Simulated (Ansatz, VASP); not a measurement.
# Two plane-wave programs on Y

```
Y
1.0
     3.54478    0.00000    0.00000
    -1.77239    3.06987    0.00000
     0.00000    0.00000    5.50162
Y
2
Direct
  0.33333 0.66667 0.25000
  0.66667 0.33333 0.75000
```

Alike in both runs: functional LDA; k mesh 15 × 15 × 8; occupations gaussian, width 0.1 eV; no spin polarisation.

Ansatz relaxed the structure, and its values are those at the end. VASP's run is a single point on that final structure, the one shown.

|  | VASP | Ansatz |
| --- | --- | --- |
| version | VASP 6.6.1 | Ansatz 0.2.0 |
| potentials or method | VASP PAW LDA potentials, release 64 (Y_sv), cutoff 520 eV | scalar-relativistic, plane waves, PAW |
| valence electrons in the cell | 22 | 22 |

VASP gave:

| Property | Result |
| --- | --- |
| gap on the k mesh at the Fermi level (eV) | none |
| pressure (GPa) | -0.1 |

Task: What did Ansatz give for the same quantities?

Result: gap on the k mesh at the Fermi level (eV): none; pressure (GPa): 0.0.

LDA's correlation is that of Perdew and Zunger in VASP and of Perdew and Wang (1992) in Ansatz. A gap of «none» marks a metal or a gap that the smearing closes.
